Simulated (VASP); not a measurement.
Write the native input for VASP 6.6.1 that does the following.

- Task: single point
- Functional: PBE
- Potentials or basis: VASP PAW PBE potentials, release 64 (Mo_sv, S)
- Cutoff: 520 eV
- k mesh: 11 × 11 × 11
- Occupations: fermi-dirac, width 0.1 eV
- Spin: no spin polarisation
- Dipole correction: no
- Further INCAR settings: ALGO = Normal; EDIFF = 1e-06; NBANDS = 20

The structure of MoS2 lies in POSCAR:

```
MoS2
1.0
    1.5658288330      0.9040312768      6.0948400780
   -1.5658288330      0.9040312768      6.0948400780
    0.0000000000     -1.8080635445      6.0948400780
Mo S
1 2
Direct
    0.0000000000      0.0000000000      0.0000000000
    0.2500000000      0.2500000000      0.2500000000
    0.4170000000      0.4170000000      0.4170000000
```

One way to write it, as run:

INCAR

```
PREC = Accurate
ENCUT = 520
EDIFF = 1E-6
ISMEAR = -1
SIGMA = 0.1
LREAL = F
LASPH = T
NELM = 100
ALGO = Normal
ISIF = 2
LWAVE = F
LCHARG = F
GGA = PE
NBANDS = 20
```

KPOINTS

```
regular mesh
0
Gamma
  11 11 11
```

Potentials or basis: VASP PAW PBE potentials, release 64 (Mo_sv, S).

Run with:

```sh
$ cat potpaw_PBE.64/Mo_sv/POTCAR potpaw_PBE.64/S/POTCAR > POTCAR
$ mpirun -np 1 vasp_std > vasp.out
```

It gave:

The pressure is 9.9 GPa and the largest force is 0.988 eV/Å. The band gap on the k mesh is 0.92 eV, indirect (least direct gap 1.97 eV).

Run time: 3.6 min on 1 thread of AMD EPYC 9R45 96-Core Processor (Zen 5), with other jobs on the host, peak memory 0.37 GiB.
